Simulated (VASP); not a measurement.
Crystal: CO2.

```
CELL_PARAMETERS angstrom
4.22721 0.00000 0.00000
0.00000 4.22721 0.00000
0.00000 0.00000 4.68777
ATOMIC_POSITIONS crystal
C 0.50000 0.50000 0.50000
C 0.00000 0.00000 0.00000
O 0.30483 0.69517 0.50000
O 0.69517 0.30483 0.50000
O 0.19517 0.19517 0.00000
O 0.80483 0.80483 0.00000
```

Base run:

* Program: VASP 6.6.1
* Functional: r2SCAN
* Potentials or basis: VASP PAW PBE potentials, release 64 (C, O)
* Cutoff: 520 eV
* k mesh: 8 × 8 × 7
* Occupations: fermi-dirac, width 0.01 eV
* Spin: no spin polarisation

Its results: band gap on the k mesh 7.16 eV (least direct gap 7.64 eV); pressure 0.2 GPa; largest force 0.041 eV/Å.

**Question.** The run is repeated on the same cell with these changes: functional from r2SCAN to PBE. What comes out?

**Answer.** Band gap on the k mesh 6.57 eV (least direct gap 7.04 eV); pressure 4.1 GPa; largest force 0.780 eV/Å.

Caveats: the PAW data sets were made with another functional, which shifts forces and pressure a little (at least some runs); the cell stands under pressure (at least some runs); this functional lacks dispersion, which holds the molecules together, so the pressure and a relaxed volume are unreliable (at least some runs).

A k mesh can miss the band edges.
